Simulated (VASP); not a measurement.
# AlNi3: relaxation of cell and atoms with BLYP+D4

Crystal: AlNi3.

```
Ni Al
1.0
     3.52305    0.00000    0.00000
     0.00000    3.52305    0.00000
     0.00000    0.00000    3.52305
Ni Al
3 1
Cartesian
  1.7615 1.7615 0.0000
  1.7615 0.0000 1.7615
  0.0000 1.7615 1.7615
  0.0000 0.0000 0.0000
```

```json
{"Program": "VASP 6.6.1", "Task": "relaxation of cell and atoms", "Functional": "BLYP", "Dispersion": "D4", "Potentials or basis": "VASP PAW PBE potentials, release 64 (Ni, Al)", "Cutoff": "600 eV", "k mesh": "8 × 8 × 8", "Occupations": "fermi-dirac, width 0.05 eV", "Spin": "collinear spin, ferromagnetic start", "Starting moments": "[1.0, 1.0, 1.0, 0.0] μB", "Dipole correction": "no", "Further INCAR settings": "ALGO = Normal; EDIFF = 1e-06; IBRION = 2; EDIFFG = -0.01; NSW = 60; ISIF = 3"}
```

```json
{
 "Relaxed volume": "11.03 Å³/atom",
 "Relaxed cell": "a = 3.533 Å, b = 3.533 Å, c = 3.533 Å, α = 90.00°, β = 90.00°, γ = 90.00°",
 "Space group after relaxing (to 0.1 Å)": "Pm-3m (No. 221)",
 "Energy gained by relaxing": "0.5 meV/atom",
 "Ionic steps": "3",
 "Pressure after relaxing": "0.1 GPa",
 "Net moment": "0.61 μB per cell",
 "Site moments": "Ni +0.21; Al -0.01 μB",
 "Valence electrons inside the program's atomic spheres": "Ni 9.48; Al 0.81",
 "Dispersion energy per atom": "-0.896 eV"
}
```

Step by step:
```csv
step,energy change (eV),largest force (eV/Å),pressure (GPa),volume (Å³)
1,0.0000,0.0000,1.80,43.73
2,0.0000,0.0000,-1.63,44.51
3,-0.0021,0.0000,0.10,44.11
```

Final structure:
```cif
data_structure
_symmetry_space_group_name_H-M 'P 1'
_symmetry_Int_Tables_number 1
_cell_length_a 3.5333
_cell_length_b 3.5333
_cell_length_c 3.5333
_cell_angle_alpha 90.000
_cell_angle_beta 90.000
_cell_angle_gamma 90.000
_cell_volume 44.11
loop_
_atom_site_label
_atom_site_type_symbol
_atom_site_fract_x
_atom_site_fract_y
_atom_site_fract_z
_atom_site_occupancy
Ni1 Ni 0.50000 0.50000 0.00000 1
Ni2 Ni 0.50000 0.00000 0.50000 1
Ni3 Ni 0.00000 0.50000 0.50000 1
Al1 Al 0.00000 0.00000 0.00000 1
```

Levels at points of the mesh, in eV from the Fermi level:
Spin up:
```tsv
k point	band 14	band 15	band 16	band 17	band 18	band 19	band 20	band 21
(0.00, 0.00, 0.00)	-0.04	-0.04	-0.04	0.96	0.96	0.96	6.79	6.79
(0.50, 0.00, 0.00)	-1.20	-1.07	-0.53	-0.03	5.65	5.65	5.75	5.75
(0.50, 0.50, 0.00)	-1.23	-1.00	-0.97	-0.56	0.91	0.91	8.35	8.35
(0.50, 0.50, 0.50)	-1.10	-1.10	-0.23	-0.23	-0.23	0.03	3.49	4.15
```
Spin down:
```
           k point  band 12  band 13  band 14  band 15  band 16  band 17  band 18  band 19  band 20  band 21
(0.00, 0.00, 0.00)    -0.45    -0.02     0.33     0.33     0.33     0.94     0.94     0.94     6.86     6.86
(0.50, 0.00, 0.00)    -1.09    -0.98    -0.98    -0.88    -0.38     0.33     5.71     5.71     5.80     5.80
(0.50, 0.50, 0.00)    -1.20    -1.20    -1.14    -0.84    -0.63    -0.45     1.15     1.15     8.37     8.40
(0.50, 0.50, 0.50)    -1.23    -1.23    -0.95    -0.95     0.03     0.09     0.09     0.09     3.57     4.33
```

Wall time 85 s on 1 thread of Intel(R) Xeon(R) 6975P-C (Granite Rapids), on a shared host, peak memory 0.22 GiB.

Caveat: the PAW data sets were made with another functional, which shifts forces and pressure a little.
